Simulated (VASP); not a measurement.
CdGa2O3:

```
Cd Ga O
1.0
     3.02730    0.00000    0.00000
     0.00000    3.02730    0.00000
     0.00000    0.00000    9.05074
Cd Ga O
1 2 3
Direct
  0.00000 0.00000 0.00000
  0.00000 0.00000 0.33426
  0.00000 0.00000 0.66574
  0.50000 0.50000 0.18374
  0.50000 0.50000 0.50000
  0.50000 0.50000 0.81625
```

- Program: VASP 6.6.1
- Task: relaxation of cell and atoms
- Functional: PBE
- Potentials or basis: VASP PAW PBE potentials, release 64 (Cd, Ga_d, O)
- Cutoff: 600 eV
- k mesh: 6 × 6 × 2
- Occupations: gaussian, width 0.1 eV
- Spin: no spin polarisation

At the start: pressure -13.1 GPa; volume 13.82 Å³/atom.

Task: Where does the relaxation end?

Result: Over 7 steps the energy falls by 98.3 meV/atom and the volume is 11.87 Å³/atom (-14.2 %); space group P4/mmm (No. 123, to 0.05 Å).

The path:
```csv
step,energy change (eV),largest force (eV/Å),pressure (GPa),volume (Å³)
1,0.0000,0.3308,-13.10,82.95
2,-0.5718,0.2504,1.86,70.10
3,-0.5768,0.2411,0.16,71.01
4,-0.5848,0.1530,0.13,71.01
5,-0.5881,0.0623,0.13,71.00
6,-0.5897,0.0412,-0.07,71.13
7,-0.5900,0.0298,-0.17,71.20
```

Final structure:
```yaml
crystal:
  lattice:
    - [2.88146, 0.00000, 0.00000]
    - [0.00000, 2.88146, 0.00000]
    - [0.00000, 0.00000, 8.57495]
  atoms:
    - { symbol: Cd, position: [0.00000, 0.00000, 0.00000] }
    - { symbol: Ga, position: [0.00000, 0.00000, 0.33758] }
    - { symbol: Ga, position: [0.00000, 0.00000, 0.66242] }
    - { symbol: O, position: [0.50000, 0.50000, 0.17826] }
    - { symbol: O, position: [0.50000, 0.50000, 0.50000] }
    - { symbol: O, position: [0.50000, 0.50000, 0.82174] }
```
